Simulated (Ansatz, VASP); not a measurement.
## One calculation of Au, two programs

```
Au
1.0
     0.00000    2.07352    1.99058
     2.07352    0.00000    1.99058
     2.07352    2.07352    0.00000
Au
1
Direct
  0.00000 0.00000 0.00000
```

Alike in both runs: task single point; functional PBEsol; k mesh 22 × 22 × 22; occupations gaussian, width 0.15 eV; no spin polarisation.

|  | VASP | Ansatz |
| --- | --- | --- |
| version | VASP 6.6.1 | Ansatz 0.2.0 |
| potentials or method | VASP PAW PBE potentials, release 64 (Au), cutoff 520 eV | scalar-relativistic, plane waves, PAW |
| valence electrons in the cell | 11 | 19 |

Ansatz gave:

```
gap on the k mesh at the Fermi level (eV)                     : none
pressure (GPa)                                                : -1.0
traceless stress, the component that is largest in VASP (GPa) : 0.72
```

Task: Which values does VASP return?

Result: gap on the k mesh at the Fermi level (eV): none; pressure (GPa): -1.2; traceless stress, the component that is largest in VASP (GPa): 0.73.

VASP's potentials were made for PBE, not for PBEsol. A gap of «none» marks a metal or a gap that the smearing closes. VASP's potentials hold 11 valence electrons a cell and Ansatz's 19, so a difference there can come from the potentials and not from the codes.

Neither program's run includes spin-orbit coupling.
